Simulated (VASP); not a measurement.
Here is a VASP 6.6.1 calculation.

The input INCAR:

```
SYSTEM = Hg
PREC     = Accurate       ! precision mode
ENCUT    = 600            ! plane-wave cutoff, eV
EDIFF    = 1E-6           ! SCF threshold, eV
ISMEAR   = -1             ! smearing method
SIGMA    = 0.1            ! smearing width, eV
LREAL    = .FALSE.        ! projectors in reciprocal space
LASPH    = .TRUE.         ! aspherical terms in the spheres
NELM     = 100            ! most SCF steps
ALGO     = Normal         ! electronic algorithm
ISIF     = 3              ! what is computed and relaxed
LWAVE    = .FALSE.        ! write WAVECAR
LCHARG   = .FALSE.        ! write CHGCAR
IBRION   = 2              ! ionic algorithm
NSW      = 60             ! ionic steps
EDIFFG   = -0.005         ! ionic threshold
PSTRESS  = 95.0
```

KPOINTS

```
regular mesh
0
G
  16 16 16
  0 0 0
```

File POSCAR:

```
Hg
1.0
   -1.7068276833      1.7068276833      1.7068276833
    1.7068276833     -1.7068276833      1.7068276833
    1.7068276833      1.7068276833     -1.7068276833
Hg
1
Direct
    0.0000000000      0.0000000000      0.0000000000
```

Potentials or basis: VASP PAW LDA potentials, release 64 (Hg).

Run with:

```bash
$ cat potpaw_LDA.64/Hg/POTCAR > POTCAR
$ mpirun -np 1 vasp_std > vasp.out
```

(1) Predict the band gap on the k mesh.

(2) Estimate the space group after relaxing (to 0.1 Å).

## Answers

(1) zero (bands 6 and 7 overlap by 4.63 eV).

(2) Im-3m (No. 229).

Caveat: the cell is relaxed towards a set pressure, so the run minimises the enthalpy, not the energy; spin-orbit coupling is left out, which moves the levels of the heavy elements.
